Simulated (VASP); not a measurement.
Write the native input for VASP 6.6.1 that does the following.

```yaml
Task: single point
Functional: PBE
Potentials_or_basis: VASP PAW PBE potentials, release 64 (Al)
Cutoff: 500 eV
k_mesh: 3 × 3 × 3
Occupations: gaussian, width 0.019 eV
Spin: no spin polarisation
Dipole_correction: no
Further_INCAR_settings: ALGO = Normal; EDIFF = 1e-06; NBANDS = 8
```

The structure of Al lies in POSCAR:

```
Al
1.0
   -1.5912186900      1.5912186900      1.5912186900
    1.5912186900     -1.5912186900      1.5912186900
    1.5912186900      1.5912186900     -1.5912186900
Al
1
Direct
    0.0000000000      0.0000000000      0.0000000000
```

These files were run (other wordings do the same):

INCAR

```
SYSTEM = Al
PREC     = Accurate       ! precision mode
ENCUT    = 500            ! plane-wave cutoff, eV
EDIFF    = 1E-6           ! SCF threshold, eV
ISMEAR   = 0              ! smearing method
SIGMA    = 0.019          ! smearing width, eV
LREAL    = .FALSE.        ! projectors in reciprocal space
LASPH    = .TRUE.         ! aspherical terms in the spheres
NELM     = 120            ! most SCF steps
ALGO     = Normal         ! electronic algorithm
ISIF     = 2              ! what is computed and relaxed
LWAVE    = .FALSE.        ! write WAVECAR
LCHARG   = .FALSE.        ! write CHGCAR
GGA      = PE             ! functional
NBANDS   = 8              ! bands
GGA_COMPAT= .FALSE.
```

KPOINTS

```
Automatic mesh
0
G
  3 3 3
  0 0 0
```

Potentials or basis: VASP PAW PBE potentials, release 64 (Al).

Command:

```sh
$ cat potpaw_PBE.64/Al/POTCAR > POTCAR
$ mpirun -np 1 vasp_std > vasp.out
```

Results of the run:

```json
{
  "Pressure": "3.8 GPa"
}
```

Caveat: the k points lie up to 0.93 Å⁻¹ apart.

It took 2.5 s on 1 thread of Intel Xeon 8259CL (shared host), peak memory 0.11 GiB.
